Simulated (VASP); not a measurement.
# Si (P6_3/mmc) in VASP: further runs

Runs on Si. Level: LDA. Tasks: single point.

Program: VASP 6.6.1. These are calculated values, not measurements. Logs are shortened: lines on timing, memory, paths and dates and some standing lists are left out, and cuts for length are marked.

## 1. The cell of the first run

It takes space group P6_3/mmc (No. 194, hexagonal). Conventional cell: a = 3.802 Å, b = 3.802 Å, c = 6.289 Å, α = 90.00°, β = 90.00°, γ = 120.00°. Si (site symmetry 3m) has 4 Si at 2.05 to 2.45 Å within 2.7 Å.

This isn't the form of Si at room conditions, which is diamond.

## 2. Single point, LDA

Input file INCAR:

```
SYSTEM = Si
PREC     = Accurate       ! precision mode
ENCUT    = 520            ! plane-wave cutoff, eV
EDIFF    = 1E-6           ! SCF threshold, eV
ISMEAR   = 0              ! smearing method
SIGMA    = 0.03           ! smearing width, eV
LREAL    = .False.        ! projectors in reciprocal space
LASPH    = .True.         ! aspherical terms in the spheres
NELM     = 80             ! most SCF steps
ALGO     = Normal         ! electronic algorithm
ISIF     = 2              ! what is computed and relaxed
LWAVE    = .False.        ! write WAVECAR
LCHARG   = .False.        ! write CHGCAR
NBANDS   = 16             ! bands
```

Input file KPOINTS:

```
Automatic mesh
0
Gamma
  12 12 6
  0 0 0
```

Input file POSCAR:

```
Si
1.0
    3.8016851185      0.0000000000      0.0000000000
   -1.9008425593      3.2923558898      0.0000000000
    0.0000000000      0.0000000000      6.2886938331
Si
4
Direct
    0.3333333333      0.6666666667      0.0868883759
    0.6666666667      0.3333333333      0.5868883759
    0.3333333333      0.6666666667      0.4131116241
    0.6666666667      0.3333333333      0.9131116241
```

Potentials or basis: VASP PAW LDA potentials, release 64 (Si).

Command:

```
$ cat potpaw_LDA.64/Si/POTCAR > POTCAR
$ mpirun -np 1 vasp_std > vasp.out
```

OUTCAR:

```text
SYSTEM = Si
   PREC = Accurate
   ENCUT = 520
   EDIFF = 1E-6
   ISMEAR = 0
   LREAL = .False.
   LASPH = .True.
   NELM = 80
   ISIF = 2

 ion  position               nearest neighbor table
   1  0.333  0.667  0.087-   3 2.05   4 2.45   4 2.45   4 2.45
   2  0.667  0.333  0.587-   4 2.05   3 2.45   3 2.45   3 2.45
   3  0.333  0.667  0.413-   1 2.05   2 2.45   2 2.45   2 2.45
   4  0.667  0.333  0.913-   2 2.05   1 2.45   1 2.45   1 2.45

  LATTYP: Found a hexagonal cell.
 ALAT       =     3.8016851185
 C/A-ratio  =     1.6541858773

  Lattice vectors:

 A1 = (   3.8016851185,   0.0000000000,   0.0000000000)
 A2 = (  -1.9008425593,   3.2923558898,   0.0000000000)
 A3 = (   0.0000000000,   0.0000000000,   6.2886938331)

Analysis of symmetry for initial positions (statically):
=====================================================================
 Subroutine PRICEL returns:
 Original cell was already a primitive cell.

 Routine SETGRP: Setting up the symmetry group for a
 hexagonal supercell.

 Subroutine GETGRP returns: Found 24 space group operations
 (whereof 12 operations were pure point group operations)
 out of a pool of 24 trial point group operations.

The static configuration has the point symmetry D_3d.
 The point group associated with its full space group is D_6h.

Analysis of symmetry for dynamics (positions and initial velocities):
=====================================================================
 Subroutine PRICEL returns:
 Original cell was already a primitive cell.

 Routine SETGRP: Setting up the symmetry group for a
 hexagonal supercell.

 Subroutine GETGRP returns: Found 24 space group operations
 (whereof 12 operations were pure point group operations)
 out of a pool of 24 trial point group operations.

The dynamic configuration has the point symmetry D_3d.
 The point group associated with its full space group is D_6h.

 Subroutine INISYM returns: Found 24 space group operations
 (whereof 12 operations are pure point group operations),
 and found     1 'primitive' translations

----------------------------------------------------------------------------------------

                                     Primitive cell

  volume of cell :      78.7124

  direct lattice vectors                    reciprocal lattice vectors
     3.801685119  0.000000000  0.000000000     0.263041249  0.151866936  0.000000000
    -1.900842559  3.292355890  0.000000000     0.000000000  0.303733871  0.000000000
     0.000000000  0.000000000  6.288693833     0.000000000  0.000000000  0.159015533

  length of vectors
     3.801685119  3.801685119  6.288693833     0.303733871  0.303733871  0.159015533

  position of ions in fractional coordinates (direct lattice)
     0.333333333  0.666666667  0.086888376
     0.666666667  0.333333333  0.586888376
     0.333333333  0.666666667  0.413111624
     0.666666667  0.333333333  0.913111624

  ion indices of the primitive-cell ions
   primitive index   ion index
                 1           1
                 2           2
                 3           3
                 4           4

----------------------------------------------------------------------------------------

 KPOINTS: Automatic mesh

Automatic generation of k-mesh.
 Grid dimensions read from file:
 generate k-points for:   12   12    6

 Generating k-lattice:

  Cartesian coordinates                     Fractional coordinates (reciprocal lattice)
     0.021920104  0.012655578  0.000000000     0.083333333 -0.000000000  0.000000000
     0.000000000  0.025311156  0.000000000     0.000000000  0.083333333  0.000000000
     0.000000000  0.000000000  0.026502589     0.000000000  0.000000000  0.166666667

  Length of vectors
     0.025311156  0.025311156  0.026502589

  Shift w.r.t. Gamma in fractional coordinates (k-lattice)
     0.000000000  0.000000000  0.000000000

 Subroutine IBZKPT returns following result:
 ===========================================

 Found     76 irreducible k-points:

 Following reciprocal coordinates:
            Coordinates               Weight
  0.000000  0.000000  0.000000      1.000000
  0.083333  0.000000  0.000000      6.000000
  0.166667  0.000000  0.000000      6.000000
  0.250000  0.000000  0.000000      6.000000
  0.333333  0.000000  0.000000      6.000000
  0.416667  0.000000  0.000000      6.000000
[... 16 lines left out ...]
  0.250000  0.000000  0.166667     12.000000
  0.333333  0.000000  0.166667     12.000000
 [... further k-points ...]
   k-points           NKPTS =     76   k-points in BZ     NKDIM =     76   number of bands    NBANDS=     16
   number of dos      NEDOS =    301   number of ions     NIONS =      4
   total plane-waves  NPLWV =  37632
   dimension x,y,z NGX =    28 NGY =   28 NGZ =   48
   dimension x,y,z NGXF=    56 NGYF=   56 NGZF=   96
   ions per type =               4
   NGX,Y,Z   is equivalent  to a cutoff of  12.24, 12.24, 12.69 a.u.
   NGXF,Y,Z  is equivalent  to a cutoff of  24.49, 24.49, 25.38 a.u.
 SYSTEM =  Si
   PREC   = accura    normal or accurate (medium, high low for compatibility)
   ISTART =      0    job   : 0-new  1-cont  2-samecut
   ICHARG =      2    charge: 1-file 2-atom 10-const
   ISPIN  =      1    spin polarized calculation?
   LNONCOLLINEAR =      F non collinear calculations
   LSORBIT =      F    spin-orbit coupling
   LASPH  =      T    aspherical Exc in radial PAW
   ENCUT  =  520.0 eV  38.22 Ry    6.18 a.u.   7.07  7.07 11.69*2*pi/ulx,y,z
   NELM   =     80;   NELMIN=  2; NELMDL= -5     # of ELM steps
   EDIFF  = 0.1E-05   stopping-criterion for ELM
   LREAL  =      F    real-space projection
   EDIFFG = 0.1E-04   stopping-criterion for IOM
   NSW    =      0    number of steps for IOM
   IBRION =     -1    ionic relax: 0-MD 1-quasi-New 2-CG
   NFREE  =      0    steps in history (QN), initial steepest desc. (CG)
   ISIF   =      2    stress and relaxation
   ISYM   =      2    0-nonsym 1-usesym 2-fastsym
   POTIM  = 0.5000    time-step for ionic-motion
   TEBEG  =    0.0;   TEEND  =   0.0 temperature during run
   PSTRESS=    0.0 pullay stress
   NELECT =      16.0000    total number of electrons
   NUPDOWN=      -1.0000    fix difference up-down
   EMIN   =  10.00;   EMAX   =-10.00  energy-range for DOS
   EFERMI =   0.00;   METHOD = LEGACY
   ISMEAR =     0;   SIGMA  =   0.03  broadening in eV -4-tet -1-fermi 0-gaus
   EFERMI_NEDOS =   21; number of points for ismear=-14 and -15
   IALGO  =     38    algorithm
   IMIX   =      4    mixing-type and parameters
     AMIX     =   0.40;   BMIX     =  1.00
     AMIX_MAG =   1.60;   BMIX_MAG =  1.00
  volume/ion in A,a.u.               =      19.68       132.79
  Fermi-wavevector in a.u.,A,eV,Ry     =   0.962573  1.818999 12.606436  0.926547
  Thomas-Fermi vector in A             =   2.092044
   LORBIT       =      0    0 simple, 1 ext, 2 COOP (PROOUT), +10 PAW based schemes
   GGA     = CA    functional components
   LHFCALC =     F    Hartree Fock is set to
   AEXX    =    0.0000 exact exchange contribution
   IVDW    =     0    specifies the selected vdW correction
   LEPSILON=     F    determine dielectric tensor
   LRPA    =     F    only Hartree local field effects (RPA)
 non-spin polarized calculation
 Gauss-broadening in eV      SIGMA  =   0.03
  energy-cutoff  :      520.00
  volume of cell :       78.71
 maximum number of plane-waves:      2138
   NGX = 15   NGY = 15   NGZ = 23

 number of electron      15.9999999 magnetization

 Free energy of the ion-electron system (eV)
  ---------------------------------------------------
  ext. energy  EPLUGINS =         0.00000000
  ---------------------------------------------------
  free energy    TOTEN  =       -22.25078948 eV

  energy without entropy =      -22.25050299  energy(sigma->0) =      -22.25064623

 E-fermi :   6.3683     XC(G=0):  -9.6842

 val. band max:        6.3588899204   @ k =   0.0833   0.0000   0.0000
 cond. band min:       6.3812459459   @ k =   0.3333   0.3333   0.1667
 fundamental gap:      0.0223560255
 Fermi energy:         6.3682607596

 k-point     1 :       0.0000    0.0000    0.0000
  band No.  band energies     occupation
      1      -6.2502      2.00000
      2      -3.2102      2.00000
      3      -2.4847      2.00000
      4       4.3578      2.00000
      5       4.8569      2.00000
      6       4.8569      2.00000
[... 8 lines left out ...]
     15      10.9901      0.00000
     16      11.6927      0.00000

 k-point     2 :       0.0833    0.0000    0.0000
  band No.  band energies     occupation
      1      -6.1719      2.00000
      2      -3.1262      2.00000
      3      -2.4471      2.00000
      4       4.1691      2.00000
      5       4.2969      2.00000
      6       4.6789      2.00000
[... 8 lines left out ...]
     15      11.2218      0.00000
     16      11.3117      0.00000

 k-point     3 :       0.1667    0.0000    0.0000
  band No.  band energies     occupation
      1      -5.9397      2.00000
      2      -2.8760      2.00000
      3      -2.3522      2.00000
      4       3.0178      2.00000
      5       4.0007      2.00000
      6       4.2908      2.00000
[... 8 lines left out ...]
     15      11.8946      0.00000
     16      12.1399      0.00000

 k-point     4 :       0.2500    0.0000    0.0000
  band No.  band energies     occupation
      1      -5.5634      2.00000
      2      -2.4658      2.00000
      3      -2.2670      2.00000
      4       1.9212      2.00000
      5       3.5475      2.00000
      6       3.6713      2.00000
[... 8 lines left out ...]
     15      12.0576      0.00000
     16      12.6096      0.00000
[... 324 lines left out ...]
 k-point    22 :       0.1667    0.0000    0.1667
  band No.  band energies     occupation
      1      -5.8448      2.00000
      2      -3.6337      2.00000
      3      -1.4541      2.00000
      4       3.0962      2.00000
      5       3.4250      2.00000
      6       4.3742      2.00000
[... 8 lines left out ...]
     15      11.7124      0.00000
     16      11.8095      0.00000

 k-point    23 :       0.2500    0.0000    0.1667
  band No.  band energies     occupation
      1      -5.4702      2.00000
      2      -3.3063      2.00000
      3      -1.3251      2.00000
      4       2.0521      2.00000
      5       2.7216      2.00000
      6       3.9718      2.00000
[... 8 lines left out ...]
     15      12.2083      0.00000
     16      12.6212      0.00000

 k-point    24 :       0.3333    0.0000    0.1667
  band No.  band energies     occupation
      1      -4.9776      2.00000
      2      -2.9600      2.00000
      3      -1.2783      2.00000
      4       1.3561      2.00000
      5       1.7744      2.00000
      6       3.5846      2.00000
[... 8 lines left out ...]
     15      13.5343      0.00000
     16      13.5621      0.00000

 [... further k-points ...]

------------------------ aborting loop because EDIFF is reached ----------------------------------------

  FORCE on cell =-STRESS in cart. coord.  units (eV):
  Direction    XX          YY          ZZ          XY          YZ          ZX
  --------------------------------------------------------------------------------------
  -------------------------------------------------------------------------------------
  Total       -3.0743307     -3.0743307     12.2207280      0.0000000      0.0000000      0.0000000
  in kB      -62.5774407    -62.5774407    248.7506894      0.0000000      0.0000000      0.0000000
  external PRESSURE =      41.1986027 kB  Pullay stress =       0.0000000 kB

 VOLUME and BASIS-vectors are now :
 -----------------------------------------------------------------------------
  energy-cutoff  :      520.00
  volume of cell :       78.71
      direct lattice vectors                 reciprocal lattice vectors
     3.801685119  0.000000000  0.000000000     0.263041249  0.151866936  0.000000000
    -1.900842559  3.292355890  0.000000000     0.000000000  0.303733871  0.000000000
     0.000000000  0.000000000  6.288693833     0.000000000  0.000000000  0.159015533

 POSITION                                       TOTAL-FORCE (eV/Angst)
 -----------------------------------------------------------------------------------
     -0.00000      2.19490      0.54641        -0.000000     -0.000000     -5.781214
      1.90084      1.09745      3.69076         0.000000     -0.000000     -5.781214
     -0.00000      2.19490      2.59793        -0.000000      0.000000      5.781214
      1.90084      1.09745      5.74228        -0.000000     -0.000000      5.781214
 -----------------------------------------------------------------------------------
    total drift:                               -0.000000      0.000000      0.000000

  FREE ENERGIE OF THE ION-ELECTRON SYSTEM (eV)
  ---------------------------------------------------
  free  energy   TOTEN  =       -22.2507894752 eV

  energy  without entropy=      -22.2505029894  energy(sigma->0) =      -22.25064623
```

Wall time 51 s (1 thread of Intel Xeon Platinum 8488C (Sapphire Rapids), shared host); peak memory 0.19 GiB.

Results:

| Quantity | Value |
| --- | --- |
| Free energy | -22.2508 eV |
| Pressure | 4.1 GPa |
| Largest force | 5.781 eV/Å |
| Band gap on the k mesh | zero (bands 8 and 9 overlap by 1.29 eV) |

Forces on the atoms (eV/Å):
```
Si   0.000  0.000 -5.781
Si   0.000  0.000 -5.781
Si   0.000  0.000  5.781
Si   0.000  0.000  5.781
```

Stress tensor (GPa, compression positive):
```
-6.26  0.00  0.00
 0.00 -6.26  0.00
 0.00  0.00 24.88
```

Levels at points of the mesh, in eV from the Fermi level:
| k point | band 5 | band 6 | band 7 | band 8 | band 9 | band 10 | band 11 | band 12 |
| --- | --- | --- | --- | --- | --- | --- | --- | --- |
| (0.00, 0.00, 0.00) | -1.51 | -1.51 | 0.73 | 0.73 | 1.23 | 1.23 | 1.25 | 2.68 |
| (0.50, 0.00, 0.00) | -5.56 | -4.09 | -3.08 | -0.81 | 0.44 | 1.39 | 1.56 | 2.53 |
| (0.00, 0.00, 0.50) | -0.82 | -0.82 | -0.82 | -0.82 | 2.11 | 2.11 | 2.90 | 2.90 |
| (0.50, 0.00, 0.50) | -3.21 | -3.21 | -2.32 | -2.32 | 0.26 | 0.26 | 1.87 | 1.87 |

Caveat: the cell stands under pressure; forces of over 1 eV/Å act on the atoms, so gaps and moduli don't describe the material at rest.

(Continued in part 2 of 2.)
